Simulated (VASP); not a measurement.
Crystal: MgS.

```
S Mg
1.0
     0.00000    2.83312    2.83312
     2.83312    0.00000    2.83312
     2.83312    2.83312    0.00000
S Mg
1 1
Cartesian
  4.2497 4.2497 4.2497
  0.0000 0.0000 0.0000
```

Program: VASP 6.6.1. Alike in all runs: potentials or basis VASP PAW PBE potentials, release 64 (S, Mg); no spin polarisation; cell as given.

**Question.** Order these runs on this cell by their band gap on the k mesh, lowest first.
A. level PBE; k mesh 8 × 8 × 8; cutoff (eV) 600; smearing methfessel-paxton 0.15 eV
B. level PBEsol-based screened hybrid with 25 % exact exchange; k mesh 5 × 5 × 5; cutoff (eV) 520; smearing gaussian 0.01 eV; grid for exact exchange (PRECFOCK) Normal; share of exact exchange 0.25; screening parameter 0.207 1/Å
C. level PBE0; k mesh 5 × 5 × 5; cutoff (eV) 520; smearing fermi-dirac 0.1 eV; grid for exact exchange (PRECFOCK) Normal; share of exact exchange 0.25
D. level r2SCANh+D3(BJ); k mesh 4 × 4 × 4; cutoff (eV) 580; smearing gaussian 0.01 eV; grid for exact exchange (PRECFOCK) Normal; share of exact exchange 0.1
E. level r2SCAN+rVV10; k mesh 8 × 8 × 8; cutoff (eV) 660; smearing gaussian 0.1 eV

**Answer.** A (3.45 eV), E (4.05 eV), B (4.36 eV), D (4.71 eV), C (5.21 eV).

Caveats: some runs use coarse meshes.

A k mesh can miss the band edges, odd and even meshes differently.
